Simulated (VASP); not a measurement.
# Cu (Im-3m) in VASP: notebook

The runs below take Cu through relaxation of cell and atoms, with PBE.

All numbers are computed with VASP 6.6.1; they aren't measurements. Logs are shortened: lines on timing, memory, paths and dates and some standing lists are left out, and cuts for length are marked.

### Step 1. The cell of the first run

It takes space group Im-3m (No. 229, cubic). The conventional cell has a = 2.425 Å, b = 2.425 Å, c = 2.425 Å, α = 90.00°, β = 90.00°, γ = 90.00°. Within 2.8 Å of Cu (site symmetry m-3m) lie 14 Cu at 2.10 to 2.43 Å.

This isn't the form of Cu at room conditions, which is fcc.

### Step 2. Relaxation of cell and atoms, PBE, target pressure 260 GPa, at which the enthalpy is minimised

File INCAR:

```
PREC = Accurate
ENCUT = 600
EDIFF = 1E-6
ISMEAR = -1
SIGMA = 0.1
LREAL = F
LASPH = T
NELM = 60
ALGO = Normal
ISIF = 3
LWAVE = F
LCHARG = F
GGA = PE
IBRION = 2
NSW = 60
EDIFFG = -0.005
PSTRESS = 2600.0
```

File KPOINTS:

```
Automatic mesh
0
Gamma
  22 22 22
```

File POSCAR:

```
Cu
1.0
   -1.2127205819      1.2127205819      1.2127205819
    1.2127205819     -1.2127205819      1.2127205819
    1.2127205819      1.2127205819     -1.2127205819
Cu
1
Direct
    0.0000000000      0.0000000000      0.0000000000
```

Potentials or basis: VASP PAW PBE potentials, release 64 (Cu).

Command:

```console
$ cat potpaw_PBE.64/Cu/POTCAR > POTCAR
$ mpirun -np 1 vasp_std > vasp.out
```

OUTCAR:

```text
PREC = Accurate
   ENCUT = 600
   EDIFF = 1E-6
   ISMEAR = -1
   LREAL = F
   LASPH = T
   NELM = 60
   ISIF = 3
   GGA = PE
   IBRION = 2
   NSW = 60
   EDIFFG = -0.005
   PSTRESS = 2600.0

 ion  position               nearest neighbor table
   1  0.000  0.000  0.000-

  LATTYP: Found a body centered cubic cell.
 ALAT       =     2.4254411638

  Lattice vectors:

 A1 = (  -1.2127205819,   1.2127205819,   1.2127205819)
 A2 = (   1.2127205819,  -1.2127205819,   1.2127205819)
 A3 = (   1.2127205819,   1.2127205819,  -1.2127205819)

Analysis of symmetry for initial positions (statically):
=====================================================================
 Subroutine PRICEL returns:
 Original cell was already a primitive cell.

 Routine SETGRP: Setting up the symmetry group for a
 body centered cubic supercell.

 Subroutine GETGRP returns: Found 48 space group operations
 (whereof 48 operations were pure point group operations)
 out of a pool of 48 trial point group operations.

The static configuration has the point symmetry O_h .

Analysis of symmetry for dynamics (positions and initial velocities):
=====================================================================
 Subroutine PRICEL returns:
 Original cell was already a primitive cell.

 Routine SETGRP: Setting up the symmetry group for a
 body centered cubic supercell.

 Subroutine GETGRP returns: Found 48 space group operations
 (whereof 48 operations were pure point group operations)
 out of a pool of 48 trial point group operations.

The dynamic configuration has the point symmetry O_h .

 Subroutine INISYM returns: Found 48 space group operations
 (whereof 48 operations are pure point group operations),
 and found     1 'primitive' translations

----------------------------------------------------------------------------------------

                                     Primitive cell

  volume of cell :       7.1341

  direct lattice vectors                    reciprocal lattice vectors
    -1.212720582  1.212720582  1.212720582     0.000000000  0.412296128  0.412296128
     1.212720582 -1.212720582  1.212720582     0.412296128  0.000000000  0.412296128
     1.212720582  1.212720582 -1.212720582     0.412296128  0.412296128  0.000000000

  length of vectors
[... 86 lines left out ...]
   ISIF   =      3    stress and relaxation
   ISYM   =      2    0-nonsym 1-usesym 2-fastsym
   POTIM  = 0.5000    time-step for ionic-motion
   TEBEG  =    0.0;   TEEND  =   0.0 temperature during run
   PSTRESS= 2600.0 pullay stress
   NELECT =      11.0000    total number of electrons
   NUPDOWN=      -1.0000    fix difference up-down
   EMIN   =  10.00;   EMAX   =-10.00  energy-range for DOS
   EFERMI =   0.00;   METHOD = LEGACY
   ISMEAR =    -1;   SIGMA  =   0.10  broadening in eV -4-tet -1-fermi 0-gaus
   EFERMI_NEDOS =   21; number of points for ismear=-14 and -15
   IALGO  =     38    algorithm
   IMIX   =      4    mixing-type and parameters
     AMIX     =   0.40;   BMIX     =  1.00
     AMIX_MAG =   1.60;   BMIX_MAG =  1.00
  volume/ion in A,a.u.               =       7.13        48.14
  Fermi-wavevector in a.u.,A,eV,Ry     =   1.891291  3.574021 48.667780  3.576981
  Thomas-Fermi vector in A             =   2.932466
   LORBIT       =      0    0 simple, 1 ext, 2 COOP (PROOUT), +10 PAW based schemes
   GGA     = PE    functional components
   LHFCALC =     F    Hartree Fock is set to
   AEXX    =    0.0000 exact exchange contribution
   IVDW    =     0    specifies the selected vdW correction
   LEPSILON=     F    determine dielectric tensor
   LRPA    =     F    only Hartree local field effects (RPA)
 conjugate gradient relaxation of ions
 non-spin polarized calculation
  energy-cutoff  :      600.00
  volume of cell :        7.13
 maximum number of plane-waves:       247
 NGX is ok and might be reduce to    18
   NGX =  9   NGY =  9   NGZ =  9

--------------------------------------- Ionic step        1  -------------------------------------------

 number of electron      10.9999992 magnetization

 Free energy of the ion-electron system (eV)
  ---------------------------------------------------
  ext. energy  EPLUGINS =         0.00000000
  ---------------------------------------------------
  free energy    TOTEN  =        -1.26906688 eV

  energy without entropy =       -1.26223965  energy(sigma->0) =       -1.26565326

------------------------ aborting loop because EDIFF is reached ----------------------------------------

  FORCE on cell =-STRESS in cart. coord.  units (eV):
  Direction    XX          YY          ZZ          XY          YZ          ZX
  --------------------------------------------------------------------------------------
  -------------------------------------------------------------------------------------
  Total       11.7911418     11.7911418     11.7911418      0.0000000     -0.0000000     -0.0000000
  in kB     2648.0379703   2648.0379703   2648.0379703      0.0000000     -0.0000000     -0.0000000
  external PRESSURE =      48.0379703 kB  Pullay stress =    2600.0000000 kB
[... 61 lines left out ...]
--------------------------------------- Ionic step        3  -------------------------------------------

 number of electron      10.9999991 magnetization

 Free energy of the ion-electron system (eV)
  ---------------------------------------------------
  ext. energy  EPLUGINS =         0.00000000
  ---------------------------------------------------
  free energy    TOTEN  =        -1.31841254 eV

  energy without entropy =       -1.31155678  energy(sigma->0) =       -1.31498466

 E-fermi :  16.0529     XC(G=0): -15.9162

 val. band max:       16.0314340683   @ k =   0.3182   0.0909   0.0909
 cond. band min:      16.0574605395   @ k =  -0.3636   0.3636   0.2273
 fundamental gap:      0.0260264711
 Fermi energy:        16.0528992207

 k-point     1 :       0.0000    0.0000    0.0000
  band No.  band energies     occupation
      1       1.8902      2.00000
      2      10.4548      2.00000
      3      10.4548      2.00000
      4      10.4548      2.00000
      5      12.5409      2.00000
      6      12.5409      2.00000
      7      45.4196      0.00000
      8      45.4196      0.00000
      9      45.4196      0.00000
[... 265 lines left out ...]
 k-point    24 :       0.1364    0.0909    0.0000
  band No.  band energies     occupation
      1       3.9536      2.00000
      2       9.9833      2.00000
      3      10.1343      2.00000
      4      11.6570      2.00000
      5      12.1244      2.00000
      6      12.6611      2.00000
      7      38.3512      0.00000
      8      40.6563      0.00000
      9      46.0869      0.00000

 [... further k-points ...]
[... 5 lines left out ...]
  --------------------------------------------------------------------------------------
  -------------------------------------------------------------------------------------
  Total       11.6254489     11.6254489     11.6254489     -0.0000000     -0.0000000     -0.0000000
  in kB     2599.8428014   2599.8428014   2599.8428014     -0.0000000     -0.0000000     -0.0000000
  external PRESSURE =      -0.1571986 kB  Pullay stress =    2600.0000000 kB
[... 20 lines left out ...]
  energy  without entropy=       -1.3115567805  energy(sigma->0) =       -1.31498466

  enthalpy is  TOTEN    =        10.3077392685 eV   P V=       11.6261518130

 reached required accuracy - stopping structural energy minimisation
```

Run time: 70 s. Hardware: 1 thread of Intel Xeon 8259CL, shared host; peak memory 0.15 GiB.

What came out:

- Free energy: -1.3184 eV
- Relaxed volume: 7.16 Å³/atom
- Relaxed cell: a = 2.103 Å, b = 2.103 Å, c = 2.103 Å, α = 109.47°, β = 109.47°, γ = 109.47°
- Space group after relaxing (to 0.1 Å): Im-3m (No. 229)
- Energy change on relaxing (the run minimises the enthalpy): -49.3 meV/atom
- Ionic steps: 3
- Pressure after relaxing: 260.0 GPa
- Band gap on the k mesh: zero (an odd number of electrons rules out a gap without spin polarisation)

Step by step:
```
step  energy change (eV)  largest force (eV/Å)  pressure (GPa)  volume (Å³)
   1              0.0000                0.0000          264.80         7.13
   2             -0.3447                0.0000          231.02         7.36
   3             -0.0493                0.0000          259.98         7.16
```

Final structure:
```yaml
crystal:
  lattice:
    - [-1.21443, 1.21443, 1.21443]
    - [1.21443, -1.21443, 1.21443]
    - [1.21443, 1.21443, -1.21443]
  atoms:
    - { symbol: Cu, position: [0.00000, 0.00000, 0.00000] }
```

Caveat: the cell is relaxed towards a set pressure, so the run minimises the enthalpy, not the energy.

(Part 1 of 2 ends here.)
